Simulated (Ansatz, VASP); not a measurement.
# SnO2: VASP beside Ansatz

```
Sn O
1.0
    -2.87805    2.87805    3.78710
     2.87805   -2.87805    3.78710
     2.87805    2.87805   -3.78710
Sn O
2 4
Direct
  0.00000 0.00000 0.00000
  0.75000 0.25000 0.50000
  0.37500 0.27900 0.40400
  0.02900 0.62500 0.90400
  0.72100 0.12500 0.09600
  0.87500 0.97100 0.59600
```

Alike in both runs: functional LDA; k mesh 8 × 8 × 8; occupations gaussian, width 0.02 eV; no spin polarisation.

Ansatz relaxed the structure, and its values are those at the end. VASP's run is a single point on that final structure, the one shown.

|  | VASP | Ansatz |
| --- | --- | --- |
| version | VASP 6.6.1 | Ansatz 0.2.0 |
| potentials or method | VASP PAW LDA potentials, release 64 (Sn_d, O), cutoff 520 eV | scalar-relativistic, plane waves, PAW |
| valence electrons in the cell | 52 | 52 |

Ansatz gave:

| Item | Value |
| --- | --- |
| gap on the k mesh at the Fermi level (eV) | 2.27 |
| least direct gap on the mesh (eV) | 2.27 |
| pressure (GPa) | 0.0 |
| rms of the force components (eV/Å) | 0.000 |

**Question.** Estimate VASP's values.

**Answer.** gap on the k mesh at the Fermi level (eV): 2.26; least direct gap on the mesh (eV): 2.26; pressure (GPa): 0.5; rms of the force components (eV/Å): 0.033.

LDA's correlation is that of Perdew and Zunger in VASP and of Perdew and Wang (1992) in Ansatz.
